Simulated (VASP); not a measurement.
A run of VASP 6.6.1 is set up as follows.

INCAR

```
PREC = Accurate
ENCUT = 520
EDIFF = 1E-6
ISMEAR = -1
SIGMA = 0.02
LREAL = Auto
LASPH = True
NELM = 100
ALGO = Normal
ISIF = 2
LWAVE = False
LCHARG = True
GGA = PS
LELF = True
LVHAR = True
NELECT = 74.0
NBANDS = 52
```

Contents of KPOINTS:

```
Automatic mesh
0
Gamma
  2 2 2
```

The input POSCAR:

```
CuSi16
1.0
    0.0000000000      5.4300000000      5.4300000000
    5.4300000000      0.0000000000      5.4300000000
    5.4300000000      5.4300000000      0.0000000000
Si Cu
16 1
Direct
    0.0163614180     -0.0407676796      0.0162905157
    0.1217512891      0.1172628913      0.1225133517
   -0.0191558932     -0.0001072744      0.5121407919
    0.1175397790      0.1142821363      0.6440928177
   -0.0002112339      0.4889471455     -0.0001825046
    0.1364959484      0.5873896869      0.1367250460
    0.0025468692      0.4860118785      0.5102245856
    0.1166232965      0.6275387661      0.6264166667
    0.5123387661     -0.0002857274     -0.0194120626
    0.6444593923      0.1143884899      0.1175748619
    0.5066940147      0.0004604972      0.5070971455
    0.6098387661      0.1626360037      0.6101995396
    0.5101635359      0.4859585635      0.0027215470
    0.6263643646      0.6275466851      0.1166794659
    0.4894604972      0.5349293738      0.4895691529
    0.6290196133      0.6279595764      0.6292221915
    0.3298410681      0.0101703499      0.3287219153
```

Potentials or basis: VASP PAW PBE potentials, release 64 (Si, Cu).

Launch:

```console
$ cat potpaw_PBE.64/Si/POTCAR potpaw_PBE.64/Cu/POTCAR > POTCAR
$ mpirun -np 1 vasp_std > vasp.out
```

Problem. Estimate the largest force.

Solution. 0.067 eV/Å.

Forces on the atoms (eV/Å):
```
Si   0.002 -0.011  0.014
Si  -0.019  0.000  0.014
Si   0.009 -0.022 -0.015
Si   0.018  0.013 -0.004
Si   0.005  0.001  0.002
Si   0.003 -0.007  0.012
Si  -0.004  0.003 -0.005
Si   0.007 -0.004 -0.005
Si   0.020 -0.011  0.004
Si  -0.012 -0.002 -0.007
Si   0.007 -0.003  0.022
Si  -0.018  0.004  0.007
Si   0.002 -0.005 -0.004
Si  -0.008  0.003  0.002
Si   0.004 -0.007  0.006
Si   0.005  0.005  0.005
Cu  -0.022  0.042 -0.048
```

Caveat: the k points lie up to 0.50 Å⁻¹ apart; the cell carries a net charge on a neutralising background, which shifts energy and pressure; the PAW data sets were made with another functional, which shifts forces and pressure a little.
